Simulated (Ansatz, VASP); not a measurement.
PbSe in VASP and in Ansatz

```
CELL_PARAMETERS angstrom
-0.23726 11.26479 3.18186
3.05357 -0.06165 3.18186
2.81632 11.20314 0.00000
ATOMIC_POSITIONS crystal
Pb 0.18642 0.81182 0.19340
Pb 0.81182 0.18642 0.80836
Se 0.66816 0.29960 0.71293
Se 0.29960 0.66816 0.31931
```

Alike in both runs: task single point; functional PBE; k mesh 6 × 6 × 6; occupations gaussian, width 0.02 eV; no spin polarisation.

|  | VASP | Ansatz |
| --- | --- | --- |
| version | VASP 6.6.1 | Ansatz 0.2.0 |
| potentials or method | VASP PAW PBE potentials, release 64 (Pb_d, Se), cutoff 520 eV | scalar-relativistic, plane waves, PAW |
| valence electrons in the cell | 40 | 60 |

Ansatz gave:

| Quantity | Value |
| --- | --- |
| gap on the k mesh at the Fermi level (eV) | 1.71 |
| least direct gap on the mesh (eV) | 1.82 |
| pressure (GPa) | 1.3 |
| traceless stress, the component that is largest in VASP (GPa) | -1.77 |
| rms of the force components (eV/Å) | 0.393 |

Q: Estimate VASP's values.

A: gap on the k mesh at the Fermi level (eV): 1.71; least direct gap on the mesh (eV): 1.82; pressure (GPa): 1.3; traceless stress, the component that is largest in VASP (GPa): -1.78; rms of the force components (eV/Å): 0.400.

Atom by atom the forces differ by 0.007 eV/Å (rms over components). The functional is the same, so the differences come from potentials, cutoffs and numerics. VASP's potentials hold 40 valence electrons a cell and Ansatz's 60, so a difference there can come from the potentials and not from the codes.

Spin-orbit coupling is off throughout.
